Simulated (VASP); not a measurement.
# Mg in VASP: settings compared, part 2 of 2

VASP 6.6.1. The steps go on from the part before.

**4. Relaxation of cell and atoms, RPBE+D4**

INCAR

```
SYSTEM = Mg
ALGO = Normal
EDIFF = 1E-6
EDIFFG = -0.005
ENCUT = 600
GGA = RP
IBRION = 2
ISIF = 3
ISMEAR = -1
IVDW = 13
LASPH = .TRUE.
LCHARG = .FALSE.
LREAL = .FALSE.
LWAVE = .FALSE.
NELM = 100
NSW = 80
PREC = Accurate
SIGMA = 0.05
```

KPOINTS

```
k-points
0
G
  10 10 5
  0 0 0
```

POSCAR

```
Mg
1.0
    3.2093000000      0.0000000000      0.0000000000
   -1.6046500000      2.7793353284      0.0000000000
    0.0000000000      0.0000000000      5.2103000000
Mg
2
Direct
    0.6666666667      0.3333333333      0.7500000000
    0.3333333333      0.6666666667      0.2500000000
```

Potentials or basis: VASP PAW PBE potentials, release 64 (Mg).

The run is started by

```bash
$ cat potpaw_PBE.64/Mg/POTCAR > POTCAR
$ mpirun -np 1 vasp_std > vasp.out
```

OUTCAR:

```text
SYSTEM = Mg
   EDIFF = 1E-6
   EDIFFG = -0.005
   ENCUT = 600
   GGA = RP
   IBRION = 2
   ISIF = 3
   ISMEAR = -1
   IVDW = 13
   LASPH = .TRUE.
   LREAL = .FALSE.
   NELM = 100
   NSW = 80
   PREC = Accurate

 ion  position               nearest neighbor table
   1  0.667  0.333  0.750-   2 3.20   2 3.20   2 3.20   2 3.20   2 3.20   2 3.20
   2  0.333  0.667  0.250-   1 3.20   1 3.20   1 3.20   1 3.20   1 3.20   1 3.20

  LATTYP: Found a hexagonal cell.
 ALAT       =     3.2093000000
 C/A-ratio  =     1.6235004518

  Lattice vectors:

 A1 = (   3.2093000000,   0.0000000000,   0.0000000000)
 A2 = (  -1.6046500000,   2.7793353284,   0.0000000000)
 A3 = (   0.0000000000,   0.0000000000,   5.2103000000)

Analysis of symmetry for initial positions (statically):
=====================================================================
 Subroutine PRICEL returns:
[... 375 lines left out ...]

 number of electron       4.0000000 magnetization

 Free energy of the ion-electron system (eV)
  ---------------------------------------------------
  ext. energy  EPLUGINS =         0.00000000
  ---------------------------------------------------
  free energy    TOTEN  =        -2.68042846 eV

  energy without entropy =       -2.67210679  energy(sigma->0) =       -2.67626763

 E-fermi :   2.7248     XC(G=0):  -8.3538

 val. band max:        2.6536004492   @ k =   0.5000   0.0000   0.4000
 cond. band min:       2.7459278683   @ k =   0.4000   0.1000   0.4000
 fundamental gap:      0.0923274191
 Fermi energy:         2.7248049549

 k-point     1 :       0.0000    0.0000    0.0000
  band No.  band energies     occupation
      1      -4.2026      2.00000
      2       0.8377      2.00000
      3       1.1835      2.00000
      4      13.8758      0.00000
      5      13.8758      0.00000
      6      14.0765      0.00000
[... 199 lines left out ...]
 k-point    24 :       0.4000    0.1000    0.2000
  band No.  band energies     occupation
      1       0.0915      2.00000
      2       1.9083      2.00000
      3       3.2456      0.00006
      4       4.9958      0.00000
      5       6.8887      0.00000
      6       7.9324      0.00000

 [... further k-points ...]

------------------------ aborting loop because EDIFF is reached ----------------------------------------

  DFT-D4 for vdW energy calculation

  Edisp (eV):   -0.63336
[... 25 lines left out ...]
  FREE ENERGIE OF THE ION-ELECTRON SYSTEM (eV)
  ---------------------------------------------------
  free  energy   TOTEN  =        -3.3137908382 eV

  energy  without entropy=       -3.3054691716  energy(sigma->0) =       -3.30963000

 reached required accuracy - stopping structural energy minimisation
```

OSZICAR:

```text
N       E                     dE             d eps       ncg     rms          rms(c)
DAV:   1     0.832444208873E+00    0.83244E+00   -0.14380E+03   504   0.538E+02
DAV:   2    -0.265852749147E+01   -0.34910E+01   -0.32782E+01   714   0.313E+01
DAV:   3    -0.268271394390E+01   -0.24186E-01   -0.22937E-01   696   0.339E+00
[... 107 lines left out ...]
DAV:   1    -0.268042766972E+01    0.35344E-05   -0.83703E-08   270   0.140E-03    0.108E-04
DAV:   2    -0.268042767517E+01   -0.54487E-08   -0.10294E-09   258   0.251E-04
  21 F= -.33137906E+01 E0= -.33096308E+01  d E =-.156267E-03
       N       E                     dE             d eps       ncg     rms          rms(c)
DAV:   1    -0.268042846245E+01   -0.79273E-06   -0.83365E-08   252   0.150E-03    0.135E-04
DAV:   2    -0.268042846103E+01    0.14167E-08   -0.10221E-09   252   0.248E-04
  22 F= -.33137908E+01 E0= -.33096300E+01  d E =-.238023E-06
```

CONTCAR:

```text
Mg
   1.00000000000000
     3.1774282757106969   -0.0000000000000000   -0.0000000000000000
    -1.5887141378553484    2.7517336055020194    0.0000000000000000
    -0.0000000000000000    0.0000000000000000    5.3177633838941709
  Mg
     2
Direct
     0.6666666667000030    0.3333333332999970    0.7500000000000000
     0.3333333332999970    0.6666666667000030    0.2500000000000000

  0.00000000E+00  0.00000000E+00  0.00000000E+00
  0.00000000E+00  0.00000000E+00  0.00000000E+00
```

It took 1.7 min on 1 thread of AMD EPYC 7R43 (Zen 3), shared host; peak memory 0.15 GiB.

Results:

```
Free energy                            : -3.3138 eV
Relaxed volume                         : 23.25 Å³/atom
Relaxed cell                           : a = 3.177 Å, b = 3.177 Å, c = 5.318 Å, α = 90.00°, β = 90.00°, γ = 120.00°
Space group after relaxing (to 0.05 Å) : P6_3/mmc (No. 194)
Energy gained by relaxing              : 3.1 meV/atom
Ionic steps                            : 22
Pressure after relaxing                : 0.0 GPa
Band gap on the k mesh                 : zero (band 2 reaches 3.22 eV, above the bottom of band 3 at 1.18 eV)
Dispersion energy per atom             : -0.317 eV
```

The path:
```tsv
step	energy change (eV)	largest force (eV/Å)	pressure (GPa)	volume (Å³)
1	0.0000	0.0000	15.00	46.47
2	0.4870	0.0000	-6.67	62.69
3	0.2362	0.0000	-5.66	56.24
4	0.1324	0.0000	-4.75	53.05
5	0.0469	0.0000	-3.36	49.69
6	0.0173	0.0000	-2.48	48.06
7	0.0062	0.0000	-1.98	47.26
8	0.0016	0.0000	-1.72	46.87
9	-0.0004	0.0000	-1.58	46.67
10	-0.0013	0.0000	-1.34	46.57
11	-0.0015	0.0000	0.21	46.52
12	-0.0015	0.0000	-0.27	46.53
13	-0.0015	0.0000	-0.03	46.53
14	-0.0015	0.0000	0.04	46.53
15	-0.0027	0.0000	-0.05	46.53
16	-0.0058	0.0000	-0.90	46.53
17	-0.0005	0.0000	-1.32	46.51
18	-0.0061	0.0000	-1.14	46.53
19	-0.0063	0.0000	0.37	46.49
20	-0.0063	0.0000	-0.06	46.50
21	-0.0063	0.0000	-0.02	46.50
22	-0.0063	0.0000	-0.01	46.50
```

Final structure:
```cif
data_structure
_symmetry_space_group_name_H-M 'P 1'
_symmetry_Int_Tables_number 1
_cell_length_a 3.1774
_cell_length_b 3.1774
_cell_length_c 5.3178
_cell_angle_alpha 90.000
_cell_angle_beta 90.000
_cell_angle_gamma 120.000
_cell_volume 46.50
loop_
_atom_site_label
_atom_site_type_symbol
_atom_site_fract_x
_atom_site_fract_y
_atom_site_fract_z
_atom_site_occupancy
Mg1 Mg 0.66667 0.33333 0.75000 1
Mg2 Mg 0.33333 0.66667 0.25000 1
```

Caveat: the PAW data sets were made with another functional, which shifts forces and pressure a little; pairwise dispersion overbinds metals, which lowers pressure and volume.

**5. Single point, PBEsol**

INCAR

```
SYSTEM = Mg
  PREC = Accurate
  ENCUT = 600
  EDIFF = 1E-6
  ISMEAR = -1
  SIGMA = 0.025
  LREAL = .FALSE.
  LASPH = .TRUE.
  NELM = 120
  ALGO = Normal
  ISIF = 2
  LWAVE = .FALSE.
  LCHARG = .FALSE.
  GGA = PS
  NBANDS = 9
  GGA_COMPAT = .FALSE.
```

KPOINTS

```
Automatic mesh
0
G
  10 10 5
  0 0 0
```

POSCAR is that of step 4.

The run is started by

```bash
$ cat potpaw_PBE.64/Mg/POTCAR > POTCAR
$ mpirun -np 1 vasp_std > vasp.out
```

It took 18 s on 1 thread of AMD EPYC 7R43 (Zen 3), shared host; peak memory 0.14 GiB.

Results (log left out):

- Free energy: -3.4319 eV
- Pressure: -1.1 GPa
- Band gap on the k mesh: zero (band 2 reaches 3.19 eV, above the bottom of band 3 at 1.29 eV)

Stress tensor (GPa, compression positive):
```
-1.46  0.00  0.00
 0.00 -1.46  0.00
 0.00  0.00 -0.47
```

Levels at points of the mesh, in eV from the Fermi level:
| k point | band 1 | band 2 | band 3 | band 4 | band 5 | band 6 | band 7 |
| --- | --- | --- | --- | --- | --- | --- | --- |
| (0.00, 0.00, 0.00) | -6.89 | -1.67 | -1.25 | 10.84 | 10.84 | 10.94 | 10.94 |
| (0.50, 0.00, 0.00) | -2.13 | -2.13 | 2.63 | 3.00 | 3.23 | 3.65 | 6.80 |

Caveat: the PAW data sets were made with another functional, which shifts forces and pressure a little.

**6. Single point, PBE**

This run uses another cell than the first one, of 24.17 Å³/atom, 1.040 times its volume.

INCAR

```
SYSTEM = Mg
  ALGO = Normal
  EDIFF = 1E-6
  ENCUT = 520
  GGA = PE
  ISIF = 2
  ISMEAR = -1
  LASPH = .True.
  LCHARG = .False.
  LREAL = .False.
  LWAVE = .False.
  NBANDS = 9
  NELM = 100
  PREC = Accurate
  SIGMA = 0.05
```

KPOINTS

```
k-points
0
Gamma
  10 10 5
  0 0 0
```

POSCAR

```
Mg
1.0
    3.3376720000      0.0000000000      0.0000000000
   -1.6688360000      2.7793353284      0.0000000000
    0.0000000000      0.0000000000      5.2103000000
Mg
2
Direct
    0.6692327349      0.3384654697      0.7500000000
    0.3307672651      0.6615345303      0.2500000000
```

Potentials or basis: VASP PAW PBE potentials, release 64 (Mg).

The run is started by

```bash
$ cat potpaw_PBE.64/Mg/POTCAR > POTCAR
$ mpirun -np 1 vasp_std > vasp.out
```

It took 22 s on 1 thread of Oxide Virtual Turin-like, shared host; peak memory 0.15 GiB.

It converged, with:

* Free energy: -2.9907 eV
* Pressure: -1.8 GPa
* Largest force: 0.012 eV/Å
* Band gap on the k mesh: zero (band 2 reaches 3.19 eV, above the bottom of band 3 at 1.30 eV)

Forces in eV/Å, atoms in the order of the input:
```
Mg   0.000  0.012  0.000
Mg   0.000 -0.012  0.000
```

Stress tensor (GPa, compression positive):
```
-1.84  0.00  0.00
 0.00 -2.55  0.00
 0.00  0.00 -0.87
```

Levels at points of the mesh, in eV from the Fermi level:
```csv
k point,band 1,band 2,band 3,band 4,band 5,band 6,band 7
"(0.00, 0.00, 0.00)",-6.75,-1.54,-1.11,10.00,10.03,10.57,10.75
"(0.50, 0.00, 0.00)",-2.30,-2.21,2.48,2.93,3.16,3.51,6.68
"(0.00, 0.50, 0.00)",-2.00,-1.99,2.77,3.14,3.36,3.77,5.85
```

**7. The runs side by side**

```csv
task,level,cell,cutoff (eV),smearing,gap on the mesh (eV),pressure (GPa)
single point,PBE,"a = 3.209, b = 3.209, c = 5.210 Å, angles 90.0, 90.0, 120.0°, 2 atoms",520,gaussian 0.011 eV,none,-0.6
single point,RPBE+D4,"a = 3.178, b = 3.178, c = 5.315 Å, angles 90.0, 90.0, 120.0°, 2 atoms",520,fermi-dirac 0.05 eV,none,-0.1
relaxation of cell and atoms,RPBE+D4,"relaxed from a = 3.209, b = 3.209, c = 5.210 Å, angles 90.0, 90.0, 120.0°, 2 atoms",600,fermi-dirac 0.05 eV,none,0.0
single point,PBEsol,"a = 3.209, b = 3.209, c = 5.210 Å, angles 90.0, 90.0, 120.0°, 2 atoms",600,fermi-dirac 0.025 eV,none,-1.1
single point,PBE,"a = 3.338, b = 3.242, c = 5.210 Å, angles 90.0, 90.0, 121.0°, 2 atoms",520,fermi-dirac 0.05 eV,none,-1.8
```

Alike in all rows: potentials or basis VASP PAW PBE potentials, release 64 (Mg); no spin polarisation; k mesh 10 × 10 × 5.

Caveats: the PAW data sets were made with another functional, which shifts forces and pressure a little (some runs); pairwise dispersion overbinds metals, which lowers pressure and volume (some runs).

Total energies depend on the potentials used, so only differences within one code and one set of settings carry meaning.
